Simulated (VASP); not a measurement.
# Ge (Cmcm) in VASP: further runs, part 2 of 3

VASP 6.6.1. Earlier steps stand in the parts before.

## 3. Relaxation of cell and atoms, revPBE+D4

Contents of INCAR:

```
ALGO     = Normal         # electronic algorithm
EDIFF    = 1E-6           # SCF threshold, eV
EDIFFG   = -0.02          # ionic threshold
ENCUT    = 600            # plane-wave cutoff, eV
GGA      = RE             # functional
IBRION   = 2              # ionic algorithm
ISIF     = 3              # what is computed and relaxed
ISMEAR   = -1             # smearing method
IVDW     = 13             # dispersion correction
LASPH    = T              # aspherical terms in the spheres
LCHARG   = F              # write CHGCAR
LREAL    = F              # projectors in reciprocal space
LWAVE    = F              # write WAVECAR
NELM     = 100            # most SCF steps
NSW      = 80             # ionic steps
PREC     = Accurate       # precision mode
SIGMA    = 0.05           # smearing width, eV
```

Contents of KPOINTS:

```
k-points
0
Gamma
  10 10 6
```

Contents of POSCAR:

```
Ge
1.0
    1.4880529250     -2.5946896100      0.0000000000
    1.4880529250      2.5946896100      0.0000000000
    0.0000000000      0.0000000000      4.7275957900
Ge
2
Direct
    0.3334466300      0.6665533700      0.2500000000
    0.6665533700      0.3334466300      0.7500000000
```

Potentials or basis: VASP PAW PBE potentials, release 64 (Ge_d).

On the command line:

```sh
$ cat potpaw_PBE.64/Ge_d/POTCAR > POTCAR
$ mpirun -np 1 vasp_std > vasp.out
```

OUTCAR:

```text
EDIFF = 1E-6
   EDIFFG = -0.02
   ENCUT = 600
   GGA = RE
   IBRION = 2
   ISIF = 3
   ISMEAR = -1
   IVDW = 13
   LASPH = T
   LREAL = F
   NELM = 100
   NSW = 80
   PREC = Accurate

 ion  position               nearest neighbor table
   1  0.333  0.667  0.250-
   2  0.667  0.333  0.750-

  LATTYP: Found a base centered orthorhombic cell.
 ALAT       =     2.9761058500
 B/A-ratio  =     1.7436809984
 C/A-ratio  =     1.5885173540

  Lattice vectors:

 A1 = (   1.4880529250,  -2.5946896100,   0.0000000000)
 A2 = (   1.4880529250,   2.5946896100,   0.0000000000)
 A3 = (   0.0000000000,   0.0000000000,   4.7275957900)

Analysis of symmetry for initial positions (statically):
=====================================================================
 Subroutine PRICEL returns:
 Original cell was already a primitive cell.

 Routine SETGRP: Setting up the symmetry group for a
 base centered orthorhombic supercell.

 Subroutine GETGRP returns: Found  8 space group operations
 (whereof  4 operations were pure point group operations)
 out of a pool of  8 trial point group operations.

The static configuration has the point symmetry C_2h.
 The point group associated with its full space group is D_2h.

Analysis of symmetry for dynamics (positions and initial velocities):
=====================================================================
 Subroutine PRICEL returns:
[... 158 lines left out ...]
  energy without entropy =       -7.73062939  energy(sigma->0) =       -7.73490701

------------------------ aborting loop because EDIFF is reached ----------------------------------------

  DFT-D4 for vdW energy calculation

  Edisp (eV):   -1.30926
[... 105 lines left out ...]
  FREE ENERGIE OF THE ION-ELECTRON SYSTEM (eV)
  ---------------------------------------------------
  free  energy   TOTEN  =        -9.0542048984 eV

  energy  without entropy=       -9.0465460932  energy(sigma->0) =       -9.05037550

[... ionic steps 4 to 15 ...]

--------------------------------------- Ionic step       16  -------------------------------------------

 number of electron      27.9999989 magnetization

------------------------ aborting loop because EDIFF is reached ----------------------------------------
[... 75 lines left out ...]
--------------------------------------- Ionic step       18  -------------------------------------------

 number of electron      27.9999989 magnetization

 Free energy of the ion-electron system (eV)
  ---------------------------------------------------
  ext. energy  EPLUGINS =         0.00000000
  ---------------------------------------------------
  free energy    TOTEN  =        -7.74299807 eV

  energy without entropy =       -7.73620894  energy(sigma->0) =       -7.73960350

 E-fermi :   7.2218     XC(G=0): -11.4009

 val. band max:        7.1851164012   @ k =  -0.3000   0.1000   0.0000
 cond. band min:       7.2312358618   @ k =   0.4000   0.3000   0.0000
 fundamental gap:      0.0461194606
 Fermi energy:         7.2217711543

 k-point     1 :       0.0000    0.0000    0.0000
  band No.  band energies     occupation
      1     -17.5453      2.00000
      2     -17.5390      2.00000
      3     -17.5388      2.00000
      4     -17.5305      2.00000
      5     -17.5275      2.00000
      6     -17.5199      2.00000
[... 481 lines left out ...]
      5     -17.5019      2.00000
      6     -17.4868      2.00000
[... 10 lines left out ...]
     17       8.5521      0.00000
     18       9.0612      0.00000

 [... further k-points ...]

------------------------ aborting loop because EDIFF is reached ----------------------------------------

  DFT-D4 for vdW energy calculation

  Edisp (eV):   -1.31157
[... 25 lines left out ...]
  FREE ENERGIE OF THE ION-ELECTRON SYSTEM (eV)
  ---------------------------------------------------
  free  energy   TOTEN  =        -9.0545682729 eV

  energy  without entropy=       -9.0477791367  energy(sigma->0) =       -9.05117370

 reached required accuracy - stopping structural energy minimisation
```

CONTCAR:

```text
Ge
   1.00000000000000
     1.4640563064169718   -2.5895595868473840   -0.0000000000000000
     1.4640563064169718    2.5895595868473840    0.0000000000000000
     0.0000000000000000    0.0000000000000000    4.8057520103175513
  Ge
     2
Direct
     0.3338332312822347    0.6661667687177653    0.2500000000000000
     0.6661667687177653    0.3338332312822347    0.7500000000000000

  0.00000000E+00  0.00000000E+00  0.00000000E+00
  0.00000000E+00  0.00000000E+00  0.00000000E+00
```

It took 15 min on 1 thread of AMD EPYC 7R13, shared host; peak memory 0.19 GiB.

Results:

```yaml
Free_energy: -9.0546 eV
Relaxed_volume: 18.22 Å³/atom
Relaxed_cell: a = 2.975 Å, b = 2.975 Å, c = 4.806 Å, α = 90.00°, β = 90.00°, γ = 121.04°
Space_group_after_relaxing_to_0.1_Å: P6_3/mmc (No. 194)
Energy_gained_by_relaxing: 3.1 meV/atom
Ionic_steps: 18
Pressure_after_relaxing: 0.0 GPa
Largest_force_after_relaxing: 0.009 eV/Å
Band_gap_on_the_k_mesh: zero (bands 14 and 15 overlap by 9.20 eV)
Dispersion_energy_per_atom: -0.656 eV
```

Forces in eV/Å, atoms in the order of the input:
```
Ge   0.000 -0.009  0.000
Ge   0.000  0.009  0.000
```

Stress tensor (GPa, compression positive):
```
 0.02  0.00  0.00
 0.00 -0.09  0.00
 0.00  0.00  0.14
```

Step by step:
| step | energy change (eV) | largest force (eV/Å) | pressure (GPa) | volume (Å³) |
| --- | --- | --- | --- | --- |
| 1 | 0.0000 | 0.0010 | 0.01 | 36.51 |
| 2 | -0.0043 | 0.0029 | 0.04 | 36.51 |
| 3 | -0.0058 | 0.0058 | -0.11 | 36.52 |
| 4 | -0.0058 | 0.0057 | -0.10 | 36.52 |
| 5 | -0.0058 | 0.0057 | -0.09 | 36.52 |
| 6 | -0.0059 | 0.0065 | 0.27 | 36.45 |
| 7 | -0.0059 | 0.0073 | 0.00 | 36.45 |
| 8 | -0.0059 | 0.0065 | 0.13 | 36.45 |
| 9 | -0.0060 | 0.0069 | -0.35 | 36.52 |
| 10 | -0.0060 | 0.0080 | -0.08 | 36.51 |
| 11 | -0.0060 | 0.0071 | -0.12 | 36.51 |
| 12 | -0.0060 | 0.0072 | -0.11 | 36.52 |
| 13 | -0.0060 | 0.0067 | -0.06 | 36.52 |
| 14 | -0.0061 | 0.0081 | -0.19 | 36.50 |
| 15 | -0.0061 | 0.0093 | -0.19 | 36.48 |
| 16 | -0.0061 | 0.0090 | 0.29 | 36.41 |
| 17 | -0.0061 | 0.0108 | -0.10 | 36.45 |
| 18 | -0.0061 | 0.0091 | 0.02 | 36.44 |

Final structure:
```cif
data_structure
_symmetry_space_group_name_H-M 'P 1'
_symmetry_Int_Tables_number 1
_cell_length_a 2.9748
_cell_length_b 2.9748
_cell_length_c 4.8058
_cell_angle_alpha 90.000
_cell_angle_beta 90.000
_cell_angle_gamma 121.035
_cell_volume 36.44
loop_
_atom_site_label
_atom_site_type_symbol
_atom_site_fract_x
_atom_site_fract_y
_atom_site_fract_z
_atom_site_occupancy
Ge1 Ge 0.33383 0.66617 0.25000 1
Ge2 Ge 0.66617 0.33383 0.75000 1
```

Levels at points of the mesh, in eV from the Fermi level:
| k point | band 11 | band 12 | band 13 | band 14 | band 15 | band 16 | band 17 | band 18 |
| --- | --- | --- | --- | --- | --- | --- | --- | --- |
| (0.00, 0.00, 0.00) | -13.43 | -7.83 | -5.70 | 6.82 | 7.22 | 8.81 | 9.20 | 9.66 |
| (0.50, 0.00, 0.00) | -8.30 | -7.04 | -2.44 | -1.54 | -0.88 | 1.38 | 2.56 | 6.49 |
| (0.50, 0.50, 0.00) | -8.53 | -7.19 | -2.57 | -1.62 | -1.08 | 1.25 | 3.05 | 6.95 |
| (0.00, 0.00, 0.50) | -11.81 | -11.81 | 1.40 | 1.40 | 7.92 | 7.92 | 8.30 | 8.30 |
| (0.50, 0.00, 0.50) | -6.89 | -6.89 | -4.98 | -4.98 | 4.15 | 4.15 | 4.88 | 4.88 |
| (0.50, 0.50, 0.50) | -7.13 | -7.13 | -5.07 | -5.07 | 4.65 | 4.65 | 4.89 | 4.89 |

Caveat: the PAW data sets were made with another functional, which shifts forces and pressure a little.

(Continued in part 3 of 3.)
